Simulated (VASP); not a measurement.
Runs of VASP 6.6.1 on P2Se2O. The structure is that of space group P4mm (No. 99), or close to it. The cells are those of the table. 

```csv
task,spin,cell,k mesh,cutoff (eV),gap on the mesh (eV),pressure (GPa),relaxed volume (Å³/atom),largest force (eV/Å)
single point,"collinear, ferromagnetic start","a = 3.744, b = 3.744, c = 4.545 Å, 5 atoms",4 × 4 × 4,520,none,125.1,-,37.18
relaxation of cell and atoms,off,"relaxed from a = 3.703, b = 3.703, c = 7.824 Å, 5 atoms",6 × 6 × 2,600,none,0.0,(a),0.03
single point,off,"a = 3.673, b = 3.673, c = 7.900 Å, 5 atoms",10 × 10 × 6,520,none,-0.1,-,0.02
single point,off,"a = 3.684, b = 3.684, c = 7.897 Å, 5 atoms",6 × 6 × 2,520,none,0.0,-,0.03
single point,off,"a = 3.744, b = 3.744, c = 4.545 Å, 5 atoms",4 × 4 × 4,520,none,125.1,-,37.18
relaxation of cell and atoms,off,"relaxed from a = 3.744, b = 3.744, c = 4.545 Å, 5 atoms",4 × 4 × 4,600,none,0.1,(b),0.04
single point,off,"a = 3.703, b = 3.703, c = 7.824 Å, 5 atoms",4 × 4 × 4,520,0.08,0.0,-,0.04
```

Alike in all rows: level PBE+D3(BJ); potentials or basis VASP PAW PBE potentials, release 64 (P, Se, O); smearing gaussian 0.1 eV.

Q: Estimate the missing entries.

A: (a) 21.33; (b) 16.77.

Caveats: some runs use coarse meshes; pairwise dispersion overbinds metals, which lowers pressure and volume (some runs); forces of over 1 eV/Å act on the atoms, so gaps and moduli don't describe the material at rest (some runs); the volume moved by over 15 % at a fixed basis, so the end points are rough (some runs).

A k mesh can miss the band edges, and the runs leave out spin-orbit coupling on Se.

A gap of «none» marks levels without a gap at the run's occupations.
